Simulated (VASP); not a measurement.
# YbC (F-43m) in VASP: single point with PBE+U

Aim: the single point of YbC with PBE+U.

All numbers are computed with VASP 6.6.1; they aren't measurements. Logs are shortened: lines on timing, memory, paths and dates and some standing lists are left out, and cuts for length are marked.

**1. The cell of the first run**

Symmetry: F-43m, No. 216, cubic system. Conventional cell: a = 5.358 Å, b = 5.358 Å, c = 5.358 Å, α = 90.00°, β = 90.00°, γ = 90.00°. Within 3.1 Å of Yb (site symmetry -43m) lie 4 C at 2.32 Å. Within 3.1 Å of C (site symmetry -43m) lie 4 Yb at 2.32 Å.

**2. Single point, PBE+U, collinear spin, ferromagnetic start**

Input file INCAR:

```
ALGO = Normal
EDIFF = 1E-6
ENCUT = 520
GGA = PE
ISIF = 2
ISMEAR = 0
ISPIN = 2
LASPH = True
LCHARG = False
LDAU = True
LDAUJ = 0 0
LDAUL = 3 -1
LDAUPRINT = 1
LDAUTYPE = 2
LDAUU = 6 0
LMAXMIX = 6
LORBIT = 11
LREAL = False
LWAVE = False
MAGMOM = 1 0
NBANDS = 25
NELM = 150
PREC = Accurate
SIGMA = 0.05
```

Input file KPOINTS:

```
k-points
0
Gamma
  5 5 5
```

Input file POSCAR:

```
YbC
1.0
    0.0000000000      2.6788128730      2.6788128730
    2.6788128730      0.0000000000      2.6788128730
    2.6788128730      2.6788128730      0.0000000000
Yb C
1 1
Direct
    0.0000000000      0.0000000000      0.0000000000
    0.2500000000      0.2500000000      0.2500000000
```

Potentials or basis: VASP PAW PBE potentials, release 64 (Yb, C).

Launch:

```console
$ cat potpaw_PBE.64/Yb/POTCAR potpaw_PBE.64/C/POTCAR > POTCAR
$ mpirun -np 1 vasp_std > vasp.out
```

OUTCAR:

```text
EDIFF = 1E-6
   ENCUT = 520
   GGA = PE
   ISIF = 2
   ISMEAR = 0
   ISPIN = 2
   LASPH = True
   LORBIT = 11
   LREAL = False
   NELM = 150
   PREC = Accurate

 ion  position               nearest neighbor table
   1  0.000  0.000  0.000-   2 2.32   2 2.32   2 2.32   2 2.32
   2  0.250  0.250  0.250-   1 2.32   1 2.32   1 2.32   1 2.32

  LATTYP: Found a face centered cubic cell.
 ALAT       =     5.3576257460

  Lattice vectors:

 A1 = (   0.0000000000,   2.6788128730,   2.6788128730)
 A2 = (   2.6788128730,   0.0000000000,   2.6788128730)
 A3 = (   2.6788128730,   2.6788128730,   0.0000000000)

Analysis of symmetry for initial positions (statically):
=====================================================================
 Subroutine PRICEL returns:
 Original cell was already a primitive cell.

 Routine SETGRP: Setting up the symmetry group for a
 face centered cubic supercell.

 Subroutine GETGRP returns: Found 24 space group operations
 (whereof 24 operations were pure point group operations)
 out of a pool of 48 trial point group operations.

The static configuration has the point symmetry T_d .

Analysis of symmetry for dynamics (positions and initial velocities):
=====================================================================
 Subroutine PRICEL returns:
 Original cell was already a primitive cell.

 Routine SETGRP: Setting up the symmetry group for a
 face centered cubic supercell.

 Subroutine GETGRP returns: Found 24 space group operations
 (whereof 24 operations were pure point group operations)
 out of a pool of 48 trial point group operations.

The dynamic configuration has the point symmetry T_d .

Analysis of structural, dynamic, and magnetic symmetry:
=====================================================================
 Subroutine PRICEL returns:
 Original cell was already a primitive cell.

 Routine SETGRP: Setting up the symmetry group for a
 face centered cubic supercell.

 Subroutine GETGRP returns: Found 24 space group operations
 (whereof 24 operations were pure point group operations)
 out of a pool of 48 trial point group operations.

The overall configuration has the point symmetry T_d .

 Subroutine INISYM returns: Found 24 space group operations
 (whereof 24 operations are pure point group operations),
 and found     1 'primitive' translations

----------------------------------------------------------------------------------------

                                     Primitive cell

  volume of cell :      38.4465

  direct lattice vectors                    reciprocal lattice vectors
     0.000000000  2.678812873  2.678812873    -0.186649842  0.186649842  0.186649842
     2.678812873  0.000000000  2.678812873     0.186649842 -0.186649842  0.186649842
     2.678812873  2.678812873  0.000000000     0.186649842  0.186649842 -0.186649842

  length of vectors
     3.788413496  3.788413496  3.788413496     0.323287010  0.323287010  0.323287010

[... 114 lines left out ...]

  0.9490 -0.0000  0.0256  0.0000  0.0000 -0.0000 -0.0000
 -0.0000  0.9749  0.0000  0.0000 -0.0000  0.0000  0.0000
  0.0256  0.0000  0.9358 -0.0000 -0.0000 -0.0000  0.0000
  0.0000  0.0000 -0.0000  0.9689 -0.0000  0.0000  0.0000
  0.0000 -0.0000 -0.0000 -0.0000  0.9358  0.0000 -0.0256
 -0.0000  0.0000 -0.0000  0.0000  0.0000  0.9160  0.0000
 -0.0000  0.0000  0.0000  0.0000 -0.0256  0.0000  0.9490

spin component  2

  0.9980 -0.0000 -0.0007 -0.0000 -0.0000  0.0000  0.0000
 -0.0000  0.9924 -0.0000 -0.0000 -0.0000 -0.0000  0.0000
 -0.0007 -0.0000  0.9984  0.0000  0.0000  0.0000 -0.0000
 -0.0000 -0.0000  0.0000  0.9975 -0.0000 -0.0000 -0.0000
 -0.0000 -0.0000  0.0000 -0.0000  0.9984 -0.0000  0.0007
  0.0000 -0.0000  0.0000 -0.0000 -0.0000  0.9989  0.0000
  0.0000  0.0000 -0.0000 -0.0000  0.0007  0.0000  0.9980

 occupancies and eigenvectors

  o =  0.9160  v =  0.0001 -0.0000 -0.0001 -0.0000 -0.0032 -1.0000 -0.0025  0.0000  0.0000  0.0000  0.0000  0.0000  0.0000  0.0000      0.0000  0.0000  0.0000  0.0000  0.0000  0.0000  0.0000  0.0000  0.0000  0.0000  0.0000  0.0000  0.0000  0.0000
  o =  0.9160  v = -0.6124  0.0000  0.7906  0.0000  0.0023 -0.0002  0.0018  0.0000  0.0000  0.0000  0.0000  0.0000  0.0000  0.0000      0.0000  0.0000  0.0000  0.0000  0.0000  0.0000  0.0000  0.0000  0.0000  0.0000  0.0000  0.0000  0.0000  0.0000
  o =  0.9160  v =  0.0018  0.0000 -0.0023  0.0000  0.7906 -0.0040  0.6124  0.0000  0.0000  0.0000  0.0000  0.0000  0.0000  0.0000      0.0000  0.0000  0.0000  0.0000  0.0000  0.0000  0.0000  0.0000  0.0000  0.0000  0.0000  0.0000  0.0000  0.0000
  o =  0.9689  v =  0.0000  0.0000  0.0000 -1.0000 -0.0007  0.0000  0.0009  0.0000  0.0000  0.0000  0.0000  0.0000  0.0000  0.0000      0.0000  0.0000  0.0000  0.0000  0.0000  0.0000  0.0000  0.0000  0.0000  0.0000  0.0000  0.0000  0.0000  0.0000
  o =  0.9689  v =  0.7906  0.0000  0.6124  0.0000  0.0008 -0.0000 -0.0010  0.0000  0.0000  0.0000  0.0000  0.0000  0.0000  0.0000      0.0000  0.0000  0.0000  0.0000  0.0000  0.0000  0.0000  0.0000  0.0000  0.0000  0.0000  0.0000  0.0000  0.0000
  o =  0.9689  v =  0.0010 -0.0000  0.0008  0.0011 -0.6124  0.0000  0.7906  0.0000  0.0000  0.0000  0.0000  0.0000  0.0000  0.0000      0.0000  0.0000  0.0000  0.0000  0.0000  0.0000  0.0000  0.0000  0.0000  0.0000  0.0000  0.0000  0.0000  0.0000
  o =  0.9749  v =  0.0000 -1.0000  0.0000 -0.0000  0.0000  0.0000 -0.0000  0.0000  0.0000  0.0000  0.0000  0.0000  0.0000  0.0000      0.0000  0.0000  0.0000  0.0000  0.0000  0.0000  0.0000  0.0000  0.0000  0.0000  0.0000  0.0000  0.0000  0.0000
  o =  0.9924  v =  0.0000  0.0000  0.0000  0.0000  0.0000  0.0000  0.0000  0.0000  1.0000 -0.0000 -0.0000 -0.0000 -0.0000  0.0000      0.0000  0.0000  0.0000  0.0000  0.0000  0.0000  0.0000  0.0000  0.0000  0.0000  0.0000  0.0000  0.0000  0.0000
  o =  0.9975  v =  0.0000  0.0000  0.0000  0.0000  0.0000  0.0000  0.0000  0.0000  0.0000 -0.0000  0.9999 -0.0080  0.0000  0.0103      0.0000  0.0000  0.0000  0.0000  0.0000  0.0000  0.0000  0.0000  0.0000  0.0000  0.0000  0.0000  0.0000  0.0000
  o =  0.9975  v =  0.0000  0.0000  0.0000  0.0000  0.0000  0.0000  0.0000  0.0000 -0.0000  0.0000 -0.0131 -0.6123  0.0000  0.7905      0.0000  0.0000  0.0000  0.0000  0.0000  0.0000  0.0000  0.0000  0.0000  0.0000  0.0000  0.0000  0.0000  0.0000
  o =  0.9975  v =  0.0000  0.0000  0.0000  0.0000  0.0000  0.0000  0.0000 -0.7906 -0.0000 -0.6124 -0.0000 -0.0000  0.0000  0.0000      0.0000  0.0000  0.0000  0.0000  0.0000  0.0000  0.0000  0.0000  0.0000  0.0000  0.0000  0.0000  0.0000  0.0000
  o =  0.9989  v =  0.0000  0.0000  0.0000  0.0000  0.0000  0.0000  0.0000  0.0000  0.0000 -0.0000 -0.0000  0.7816 -0.1504  0.6054      0.0000  0.0000  0.0000  0.0000  0.0000  0.0000  0.0000  0.0000  0.0000  0.0000  0.0000  0.0000  0.0000  0.0000
  o =  0.9989  v =  0.0000  0.0000  0.0000  0.0000  0.0000  0.0000  0.0000  0.6124 -0.0000 -0.7906 -0.0000 -0.0000  0.0000  0.0000      0.0000  0.0000  0.0000  0.0000  0.0000  0.0000  0.0000  0.0000  0.0000  0.0000  0.0000  0.0000  0.0000  0.0000
  o =  0.9989  v =  0.0000  0.0000  0.0000  0.0000  0.0000  0.0000  0.0000  0.0000 -0.0000 -0.0000  0.0000 -0.1189 -0.9886 -0.0921      0.0000  0.0000  0.0000  0.0000  0.0000  0.0000  0.0000  0.0000  0.0000  0.0000  0.0000  0.0000  0.0000  0.0000

 number of electron      27.9999984 magnetization      -1.9996311

 Free energy of the ion-electron system (eV)
  ---------------------------------------------------
  ext. energy  EPLUGINS =         0.00000000
  ---------------------------------------------------
  free energy    TOTEN  =        -9.55388450 eV

  energy without entropy =       -9.55329200  energy(sigma->0) =       -9.55358825

 E-fermi :   1.1440     XC(G=0): -10.2133

 val. band max:        1.0186991705   @ k =   0.4000   0.4000   0.0000
 cond. band min:       1.1844334116   @ k =   0.0000   0.0000   0.0000
 fundamental gap:      0.1657342411
 Fermi energy:         1.1440460434

 spin component 1

 k-point     1 :       0.0000    0.0000    0.0000
  band No.  band energies     occupation
      1     -48.3033      1.00000
      2     -20.6099      1.00000
      3     -20.6099      1.00000
      4     -20.6099      1.00000
      5      -7.6454      1.00000
      6      -0.0827      1.00000
[... 269 lines left out ...]
     24      16.3282      0.00000
     25      19.7591      0.00000
 Fermi energy:         1.1440460434

 spin component 2

 k-point     1 :       0.0000    0.0000    0.0000
  band No.  band energies     occupation
      1     -48.5358      1.00000
      2     -20.8274      1.00000
      3     -20.8274      1.00000
      4     -20.8274      1.00000
      5      -9.1265      1.00000
      6      -0.8638      1.00000
[... 269 lines left out ...]
     24      15.7924      0.00000
     25      19.0822      0.00000

------------------------ aborting loop because EDIFF is reached ----------------------------------------

  FORCE on cell =-STRESS in cart. coord.  units (eV):
  Direction    XX          YY          ZZ          XY          YZ          ZX
  --------------------------------------------------------------------------------------
  -------------------------------------------------------------------------------------
  Total        1.4071412      1.4071412      1.4071412     -0.0000000      0.0000000     -0.0000000
  in kB       58.6396192     58.6396192     58.6396192     -0.0000000      0.0000000     -0.0000000
  external PRESSURE =      58.6396192 kB  Pullay stress =       0.0000000 kB

 VOLUME and BASIS-vectors are now :
 -----------------------------------------------------------------------------
  energy-cutoff  :      520.00
  volume of cell :       38.45
      direct lattice vectors                 reciprocal lattice vectors
     0.000000000  2.678812873  2.678812873    -0.186649842  0.186649842  0.186649842
     2.678812873  0.000000000  2.678812873     0.186649842 -0.186649842  0.186649842
     2.678812873  2.678812873  0.000000000     0.186649842  0.186649842 -0.186649842

 POSITION                                       TOTAL-FORCE (eV/Angst)
 -----------------------------------------------------------------------------------
      0.00000      0.00000      0.00000        -0.000000     -0.000000      0.000000
      1.33941      1.33941      1.33941         0.000000      0.000000     -0.000000
 -----------------------------------------------------------------------------------
    total drift:                                0.000000      0.000000      0.000000

  FREE ENERGIE OF THE ION-ELECTRON SYSTEM (eV)
  ---------------------------------------------------
  free  energy   TOTEN  =        -9.5538845022 eV

  energy  without entropy=       -9.5532920042  energy(sigma->0) =       -9.55358825

 total charge

# of ion       s       p       d       f       tot
--------------------------------------------------
    1        2.175   6.111   0.532  13.598  22.416
    2        0.941   1.352   0.000   0.000   2.292
--------------------------------------------------
tot          3.116   7.463   0.532  13.598  24.709

 magnetization (x)

# of ion       s       p       d       f       tot
--------------------------------------------------
    1       -0.013  -0.078  -0.181  -0.351  -0.623
    2       -0.026  -0.689   0.000   0.000  -0.716
--------------------------------------------------
tot         -0.040  -0.767  -0.181  -0.351  -1.339
```

Run time: 76 s. Hardware: 1 thread of AMD EPYC 7R13 (Zen 3), shared host; peak memory 0.16 GiB.

What came out:

- Free energy: -9.5539 eV
- Pressure: 5.9 GPa
- Band gap on the k mesh: zero (filled and empty bands touch)
- Net moment: -2.00 μB per cell
- Site moments: Yb -0.62; C -0.72 μB
- Valence electrons inside the program's atomic spheres: Yb 22.42; C 2.29

Eigenvalues of the final occupation matrices:
```csv
site,spin,trace,eigenvalues
site 1 f,1,6.63,0.92 0.92 0.92 0.97 0.97 0.97 0.97
site 1 f,2,6.98,0.99 1.00 1.00 1.00 1.00 1.00 1.00
```

Caveat: the k points lie up to 0.41 Å⁻¹ apart; spin-orbit coupling is left out, which moves the levels of the heavy elements.

The gap in the log of VASP goes by the Fermi energy; the results here count the filled bands.